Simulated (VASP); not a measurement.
Crystal: Al.

```
Al
1.0
     2.81245    0.00000    0.00000
    -1.40623    2.43566    0.00000
     0.00000    0.00000    4.86685
Al
2
Direct
  0.66667 0.33333 0.75000
  0.33333 0.66667 0.25000
```

```yaml
Program: VASP 6.6.1
Task: relaxation of cell and atoms
Functional: PBEsol
Potentials_or_basis: VASP PAW PBE potentials, release 64 (Al)
Cutoff: 600 eV
k_mesh: 13 × 13 × 7
Occupations: methfessel-paxton, width 0.1 eV
Spin: no spin polarisation
```

At the start: pressure -1.3 GPa; volume 16.67 Å³/atom.

Problem. How do energy, volume and symmetry change on relaxing?

Solution. Over 12 steps the energy falls by 8.4 meV/atom and the volume is 16.30 Å³/atom (-2.2 %); space group P6_3/mmc (No. 194, to 0.05 Å).

Step by step:
```csv
step,energy change (eV),largest force (eV/Å),pressure (GPa),volume (Å³)
1,0.0000,0.0000,-1.27,33.34
2,-0.0095,0.0000,0.02,32.70
3,-0.0063,0.0000,3.02,31.49
4,-0.0127,0.0000,1.52,32.09
5,-0.0122,0.0000,0.51,32.49
6,-0.0133,0.0000,1.09,32.26
7,-0.0161,0.0000,0.22,32.54
8,-0.0168,0.0000,-0.20,32.68
9,-0.0168,0.0000,-0.36,32.74
10,-0.0168,0.0000,-0.29,32.71
11,-0.0168,0.0000,-0.31,32.72
12,-0.0169,0.0000,-0.02,32.60
```

Final structure:
```cif
data_structure
_symmetry_space_group_name_H-M 'P 1'
_symmetry_Int_Tables_number 1
_cell_length_a 2.8520
_cell_length_b 2.8520
_cell_length_c 4.6273
_cell_angle_alpha 90.000
_cell_angle_beta 90.000
_cell_angle_gamma 120.000
_cell_volume 32.60
loop_
_atom_site_label
_atom_site_type_symbol
_atom_site_fract_x
_atom_site_fract_y
_atom_site_fract_z
_atom_site_occupancy
Al1 Al 0.66667 0.33333 0.75000 1
Al2 Al 0.33333 0.66667 0.25000 1
```

Caveat: the PAW data sets were made with another functional, which shifts forces and pressure a little.
